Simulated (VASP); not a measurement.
# SiGe (P6_3mc) in VASP: notebook

The runs below take SiGe through single point, with r2SCAN.

Program: VASP 6.6.1. These are calculated values, not measurements. Logs are shortened: lines on timing, memory, paths and dates and some standing lists are left out, and cuts for length are marked.

## (1) The cell of the first run

It takes space group P6_3mc (No. 186, hexagonal). Conventional cell: a = 3.943 Å, b = 3.943 Å, c = 6.518 Å, α = 90.00°, β = 90.00°, γ = 120.00°. Si (site symmetry 3m) has 4 Ge at 2.42 to 2.44 Å within 3.2 Å. Within 3.2 Å of Ge (site symmetry 3m) lie 4 Si at 2.42 to 2.44 Å.

## (2) Single point, r2SCAN (equal strain along all axes, cell held: +1.0 %, then relaxed in part)

POSCAR

```
SiGe
1.0
    3.9434214194      0.0000000000      0.0000000000
   -1.9717107097      3.4151031271      0.0000000000
    0.0000000000      0.0000000000      6.5182164638
Si Ge
2 2
Direct
    0.6666666667      0.3333333333      0.8745451232
    0.3333333333      0.6666666667      0.3745451232
    0.6666666667      0.3333333333      0.5004538768
    0.3333333333      0.6666666667      0.0004538768
```

INCAR.step1

```
PREC = Accurate ; ENCUT = 520
ISMEAR = 0 ; SIGMA = 0.02
LREAL = False ; LASPH = True
NELM = 60 ; NBANDS = 26
GGA = PE ; ALGO = Normal
EDIFF = 1E-4 ; LWAVE = True
LCHARG = False
```

INCAR.step2

```
PREC = Accurate ; ENCUT = 520
EDIFF = 1E-7 ; ISMEAR = 0
SIGMA = 0.02 ; LREAL = False
LASPH = True ; NELM = 60
ALGO = Normal ; ISIF = 2
LWAVE = False ; LCHARG = False
METAGGA = R2SCAN ; LMIXTAU = True
NBANDS = 26 ; ISTART = 1
```

KPOINTS

```
regular mesh
0
Gamma
  12 12 4
```

Potentials or basis: VASP PAW PBE potentials, release 64 (Si, Ge_d).

Launch:

```bash
> cat potpaw_PBE.64/Si/POTCAR potpaw_PBE.64/Ge_d/POTCAR > POTCAR
> cp INCAR.step1 INCAR
> mpirun -np 1 vasp_std > vasp.out
> cp INCAR.step2 INCAR
> mpirun -np 1 vasp_std > vasp.out
```

OUTCAR:

```text
PREC = Accurate
   ENCUT = 520
   EDIFF = 1E-7
   ISMEAR = 0
   LREAL = False
   LASPH = True
   NELM = 60
   ISIF = 2
   METAGGA = R2SCAN
   ISTART = 1

 ion  position               nearest neighbor table
   1  0.667  0.333  0.875-   4 2.42   4 2.42   4 2.42   3 2.44
   2  0.333  0.667  0.375-   3 2.42   3 2.42   3 2.42   4 2.44
   3  0.667  0.333  0.500-   2 2.42   2 2.42   2 2.42   1 2.44
   4  0.333  0.667  0.000-   1 2.42   1 2.42   1 2.42   2 2.44

  LATTYP: Found a hexagonal cell.
 ALAT       =     3.9434214194
 C/A-ratio  =     1.6529342849

  Lattice vectors:

 A1 = (   3.9434214194,   0.0000000000,   0.0000000000)
 A2 = (  -1.9717107097,   3.4151031271,   0.0000000000)
 A3 = (   0.0000000000,   0.0000000000,   6.5182164638)

Analysis of symmetry for initial positions (statically):
=====================================================================
 Subroutine PRICEL returns:
 Original cell was already a primitive cell.

 Routine SETGRP: Setting up the symmetry group for a
 hexagonal supercell.

 Subroutine GETGRP returns: Found 12 space group operations
 (whereof  6 operations were pure point group operations)
 out of a pool of 24 trial point group operations.

The static configuration has the point symmetry C_3v.
 The point group associated with its full space group is C_6v.

Analysis of symmetry for dynamics (positions and initial velocities):
=====================================================================
 Subroutine PRICEL returns:
 Original cell was already a primitive cell.

 Routine SETGRP: Setting up the symmetry group for a
 hexagonal supercell.

 Subroutine GETGRP returns: Found 12 space group operations
 (whereof  6 operations were pure point group operations)
 out of a pool of 24 trial point group operations.

The dynamic configuration has the point symmetry C_3v.
 The point group associated with its full space group is C_6v.

 Subroutine INISYM returns: Found 12 space group operations
 (whereof  6 operations are pure point group operations),
 and found     1 'primitive' translations

----------------------------------------------------------------------------------------

                                     Primitive cell

  volume of cell :      87.7821

  direct lattice vectors                    reciprocal lattice vectors
     3.943421419  0.000000000  0.000000000     0.253586897  0.146408463  0.000000000
    -1.971710710  3.415103127  0.000000000     0.000000000  0.292816926  0.000000000
     0.000000000  0.000000000  6.518216464     0.000000000  0.000000000  0.153416200

  length of vectors
     3.943421419  3.943421419  6.518216464     0.292816926  0.292816926  0.153416200

  position of ions in fractional coordinates (direct lattice)
     0.666666667  0.333333333  0.874545123
     0.333333333  0.666666667  0.374545123
     0.666666667  0.333333333  0.500453877
     0.333333333  0.666666667  0.000453877

  ion indices of the primitive-cell ions
   primitive index   ion index
                 1           1
                 2           2
                 3           3
                 4           4

----------------------------------------------------------------------------------------

 KPOINTS: regular mesh

Automatic generation of k-mesh.
 Grid dimensions read from file:
 generate k-points for:   12   12    4

 Generating k-lattice:

  Cartesian coordinates                     Fractional coordinates (reciprocal lattice)
     0.021132241  0.012200705  0.000000000     0.083333333  0.000000000  0.000000000
     0.000000000  0.024401411  0.000000000     0.000000000  0.083333333  0.000000000
     0.000000000  0.000000000  0.038354050     0.000000000  0.000000000  0.250000000

  Length of vectors
     0.024401411  0.024401411  0.038354050

  Shift w.r.t. Gamma in fractional coordinates (k-lattice)
     0.000000000  0.000000000  0.000000000

 Subroutine IBZKPT returns following result:
 ===========================================

 Found     57 irreducible k-points:

 Following reciprocal coordinates:
            Coordinates               Weight
  0.000000  0.000000  0.000000      1.000000
  0.083333  0.000000  0.000000      6.000000
  0.166667  0.000000  0.000000      6.000000
  0.250000 -0.000000  0.000000      6.000000
  0.333333  0.000000  0.000000      6.000000
  0.416667  0.000000  0.000000      6.000000
[... 16 lines left out ...]
  0.250000 -0.000000  0.250000     12.000000
  0.333333  0.000000  0.250000     12.000000
 [... further k-points ...]
   k-points           NKPTS =     57   k-points in BZ     NKDIM =     57   number of bands    NBANDS=     26
   number of dos      NEDOS =    301   number of ions     NIONS =      4
   total plane-waves  NPLWV =  43200
   dimension x,y,z NGX =    30 NGY =   30 NGZ =   48
   dimension x,y,z NGXF=    60 NGYF=   60 NGZF=   96
   ions per type =               2   2
   NGX,Y,Z   is equivalent  to a cutoff of  12.65, 12.65, 12.24 a.u.
   NGXF,Y,Z  is equivalent  to a cutoff of  25.29, 25.29, 24.48 a.u.
 SYSTEM =  unknown system
   PREC   = accura    normal or accurate (medium, high low for compatibility)
   ISTART =      1    job   : 0-new  1-cont  2-samecut
   ICHARG =      0    charge: 1-file 2-atom 10-const
   ISPIN  =      1    spin polarized calculation?
   LNONCOLLINEAR =      F non collinear calculations
   LSORBIT =      F    spin-orbit coupling
   LASPH  =      T    aspherical Exc in radial PAW
   ENCUT  =  520.0 eV  38.22 Ry    6.18 a.u.   7.33  7.33 12.12*2*pi/ulx,y,z
   NELM   =     60;   NELMIN=  2; NELMDL=  0     # of ELM steps
   EDIFF  = 0.1E-06   stopping-criterion for ELM
   LREAL  =      F    real-space projection
   EDIFFG = 0.1E-05   stopping-criterion for IOM
   NSW    =      0    number of steps for IOM
   IBRION =     -1    ionic relax: 0-MD 1-quasi-New 2-CG
   NFREE  =      0    steps in history (QN), initial steepest desc. (CG)
   ISIF   =      2    stress and relaxation
   ISYM   =      2    0-nonsym 1-usesym 2-fastsym
   POTIM  = 0.5000    time-step for ionic-motion
   TEBEG  =    0.0;   TEEND  =   0.0 temperature during run
   PSTRESS=    0.0 pullay stress
   NELECT =      36.0000    total number of electrons
   NUPDOWN=      -1.0000    fix difference up-down
   EMIN   =  10.00;   EMAX   =-10.00  energy-range for DOS
   EFERMI =   0.00;   METHOD = LEGACY
   ISMEAR =     0;   SIGMA  =   0.02  broadening in eV -4-tet -1-fermi 0-gaus
   EFERMI_NEDOS =   21; number of points for ismear=-14 and -15
   IALGO  =     38    algorithm
   IMIX   =      4    mixing-type and parameters
     AMIX     =   0.40;   BMIX     =  1.00
     AMIX_MAG =   1.60;   BMIX_MAG =  1.00
  volume/ion in A,a.u.               =      21.95       148.10
  Fermi-wavevector in a.u.,A,eV,Ry     =   1.216299  2.298472 20.128236  1.479384
  Thomas-Fermi vector in A             =   2.351658
   LORBIT       =      0    0 simple, 1 ext, 2 COOP (PROOUT), +10 PAW based schemes
   METAGGA = R2SCAN    functional components
   LHFCALC =     F    Hartree Fock is set to
   AEXX    =    0.0000 exact exchange contribution
   IVDW    =     0    specifies the selected vdW correction
   LEPSILON=     F    determine dielectric tensor
   LRPA    =     F    only Hartree local field effects (RPA)
 non-spin polarized calculation
 Gauss-broadening in eV      SIGMA  =   0.02
  energy-cutoff  :      520.00
  volume of cell :       87.78
 maximum number of plane-waves:      2388
 NGX is ok and might be reduce to    30
   NGX = 15   NGY = 15   NGZ = 25

 number of electron      35.9999991 magnetization

 Free energy of the ion-electron system (eV)
  ---------------------------------------------------
  ext. energy  EPLUGINS =         0.00000000
  ---------------------------------------------------
  free energy    TOTEN  =       -45.15617912 eV

  energy without entropy =      -45.15617912  energy(sigma->0) =      -45.15617912

 E-fermi :   5.2597     XC(G=0): -10.2361

 val. band max:        5.1679994874   @ k =   0.0000   0.0000   0.0000
 cond. band min:       5.8575482947   @ k =   0.0000   0.0000   0.0000
 fundamental gap:      0.6895488073
 Fermi energy:         5.2597480887

 k-point     1 :       0.0000    0.0000    0.0000
  band No.  band energies     occupation
      1     -20.0300      2.00000
      2     -20.0299      2.00000
      3     -20.0268      2.00000
      4     -20.0268      2.00000
      5     -20.0240      2.00000
      6     -20.0239      2.00000
[... 18 lines left out ...]
     25       9.7098      0.00000
     26      12.1402      0.00000

 k-point     2 :       0.0833    0.0000    0.0000
  band No.  band energies     occupation
      1     -20.0300      2.00000
      2     -20.0297      2.00000
      3     -20.0270      2.00000
      4     -20.0264      2.00000
      5     -20.0237      2.00000
      6     -20.0235      2.00000
[... 18 lines left out ...]
     25      10.0303      0.00000
     26      11.5756      0.00000

 k-point     3 :       0.1667    0.0000    0.0000
  band No.  band energies     occupation
      1     -20.0305      2.00000
      2     -20.0287      2.00000
      3     -20.0272      2.00000
      4     -20.0255      2.00000
      5     -20.0230      2.00000
      6     -20.0223      2.00000
[... 18 lines left out ...]
     25      10.7828      0.00000
     26      10.8708      0.00000

 k-point     4 :       0.2500   -0.0000    0.0000
  band No.  band energies     occupation
      1     -20.0315      2.00000
      2     -20.0280      2.00000
      3     -20.0270      2.00000
      4     -20.0243      2.00000
      5     -20.0216      2.00000
      6     -20.0207      2.00000
[... 18 lines left out ...]
     25      12.0243      0.00000
     26      12.0587      0.00000
[... 496 lines left out ...]
      1     -20.0305      2.00000
      2     -20.0294      2.00000
      3     -20.0262      2.00000
      4     -20.0250      2.00000
      5     -20.0234      2.00000
      6     -20.0228      2.00000
[... 18 lines left out ...]
     25      10.4221      0.00000
     26      11.7022      0.00000

 k-point    23 :       0.2500   -0.0000    0.2500
  band No.  band energies     occupation
      1     -20.0313      2.00000
      2     -20.0295      2.00000
      3     -20.0254      2.00000
      4     -20.0237      2.00000
      5     -20.0222      2.00000
      6     -20.0212      2.00000
[... 18 lines left out ...]
     25      11.5018      0.00000
     26      11.7101      0.00000

 k-point    24 :       0.3333    0.0000    0.2500
  band No.  band energies     occupation
      1     -20.0323      2.00000
      2     -20.0299      2.00000
      3     -20.0243      2.00000
      4     -20.0226      2.00000
      5     -20.0208      2.00000
      6     -20.0198      2.00000
[... 18 lines left out ...]
     25      12.5908      0.00000
     26      12.7789      0.00000

 [... further k-points ...]

------------------------ aborting loop because EDIFF is reached ----------------------------------------

  FORCE on cell =-STRESS in cart. coord.  units (eV):
  Direction    XX          YY          ZZ          XY          YZ          ZX
  --------------------------------------------------------------------------------------
  -------------------------------------------------------------------------------------
  Total       -1.3060890     -1.3060890     -1.3355377      0.0000000     -0.0000000      0.0000000
  in kB      -23.8384255    -23.8384255    -24.3759154      0.0000000     -0.0000000      0.0000000
  external PRESSURE =     -24.0175888 kB  Pullay stress =       0.0000000 kB

 VOLUME and BASIS-vectors are now :
 -----------------------------------------------------------------------------
  energy-cutoff  :      520.00
  volume of cell :       87.78
      direct lattice vectors                 reciprocal lattice vectors
     3.943421419  0.000000000  0.000000000     0.253586897  0.146408463  0.000000000
    -1.971710710  3.415103127  0.000000000     0.000000000  0.292816926  0.000000000
     0.000000000  0.000000000  6.518216464     0.000000000  0.000000000  0.153416200

 POSITION                                       TOTAL-FORCE (eV/Angst)
 -----------------------------------------------------------------------------------
      1.97171      1.13837      5.70047         0.000000      0.000000     -0.000932
     -0.00000      2.27674      2.44137        -0.000000     -0.000000     -0.000932
      1.97171      1.13837      3.26207        -0.000000     -0.000000      0.000932
     -0.00000      2.27674      0.00296         0.000000      0.000000      0.000932
 -----------------------------------------------------------------------------------
    total drift:                                0.000000      0.000000      0.004989

  FREE ENERGIE OF THE ION-ELECTRON SYSTEM (eV)
  ---------------------------------------------------
  free  energy   TOTEN  =       -45.1561791168 eV

  energy  without entropy=      -45.1561791168  energy(sigma->0) =      -45.15617912
```

Run time: 15 min. Hardware: 1 thread of Intel Xeon 8259CL, shared host; peak memory 0.28 GiB.

Results:

```yaml
Free_energy: -45.1562 eV
Pressure: -2.4 GPa
Band_gap_on_the_k_mesh: 0.69 eV
```

Caveat: the cell differs from its parent crystal (equal strain along all axes, cell held: +1.0 %, then relaxed in part); semilocal functionals underestimate gaps, and a narrow one can read as zero; the PAW data sets were made with another functional, which shifts forces and pressure a little.

## (3) Single point, r2SCAN (equal strain along all axes, cell held: +2.0 %, then relaxed in part)

POSCAR

```
SiGe
1.0
    3.9824651959      0.0000000000      0.0000000000
   -1.9912325979      3.4489160293      0.0000000000
    0.0000000000      0.0000000000      6.5827532605
Si Ge
2 2
Direct
    0.6666666667      0.3333333333      0.8746243881
    0.3333333333      0.6666666667      0.3746243881
    0.6666666667      0.3333333333      0.5003746119
    0.3333333333      0.6666666667      0.0003746119
```

INCAR.step1

```
  ALGO = Normal
  EDIFF = 1E-4
  ENCUT = 520
  GGA = PE
  ISMEAR = 0
  LASPH = True
  LCHARG = False
  LREAL = False
  LWAVE = True
  NBANDS = 26
  NELM = 80
  PREC = Accurate
  SIGMA = 0.02
```

INCAR.step2

```
  ALGO = Normal
  EDIFF = 1E-7
  ENCUT = 520
  ISIF = 2
  ISMEAR = 0
  ISTART = 1
  LASPH = True
  LCHARG = False
  LMIXTAU = True
  LREAL = False
  LWAVE = False
  METAGGA = R2SCAN
  NBANDS = 26
  NELM = 80
  PREC = Accurate
  SIGMA = 0.02
```

KPOINTS

```
k-points
0
Gamma
  12 12 4
```

Potentials or basis: VASP PAW PBE potentials, release 64 (Si, Ge_d).

Launch:

```bash
> cat potpaw_PBE.64/Si/POTCAR potpaw_PBE.64/Ge_d/POTCAR > POTCAR
> cp INCAR.step1 INCAR
> mpirun -np 1 vasp_std > vasp.out
> cp INCAR.step2 INCAR
> mpirun -np 1 vasp_std > vasp.out
```

Wall time 14 min (1 thread of Intel Xeon 8259CL, shared host); peak memory 0.29 GiB.

It converged, with:

```yaml
Free_energy: -45.1001 eV
Pressure: -4.4 GPa
Band_gap_on_the_k_mesh: 0.60 eV
```

Forces on the atoms (eV/Å):
```
Si   0.000  0.000 -0.002
Si   0.000  0.000 -0.002
Ge   0.000  0.000  0.002
Ge   0.000  0.000  0.002
```

Stress tensor (GPa, compression positive):
```
-4.39  0.00  0.00
 0.00 -4.39  0.00
 0.00  0.00 -4.51
```

Levels at points of the mesh, in eV from the valence-band top:
| k point | band 15 | band 16 | band 17 | band 18 | band 19 | band 20 | band 21 | band 22 |
| --- | --- | --- | --- | --- | --- | --- | --- | --- |
| (0.00, 0.00, 0.00) | -1.55 | -0.29 | 0.00 | 0.00 | 0.60 | 1.37 | 2.26 | 2.26 |
| (0.50, 0.00, 0.00) | -4.60 | -3.11 | -2.85 | -1.51 | 0.75 | 2.18 | 3.58 | 3.63 |
| (0.00, 0.00, 0.50) | -0.94 | -0.94 | -0.94 | -0.94 | 1.37 | 1.37 | 3.33 | 3.33 |
| (0.50, 0.00, 0.50) | -2.55 | -2.55 | -2.46 | -2.46 | 0.90 | 0.90 | 2.19 | 2.19 |

Caveat: the cell differs from its parent crystal (equal strain along all axes, cell held: +2.0 %, then relaxed in part); the cell stands under tension; semilocal functionals underestimate gaps, and a narrow one can read as zero; the PAW data sets were made with another functional, which shifts forces and pressure a little. A k mesh can miss the band edges.
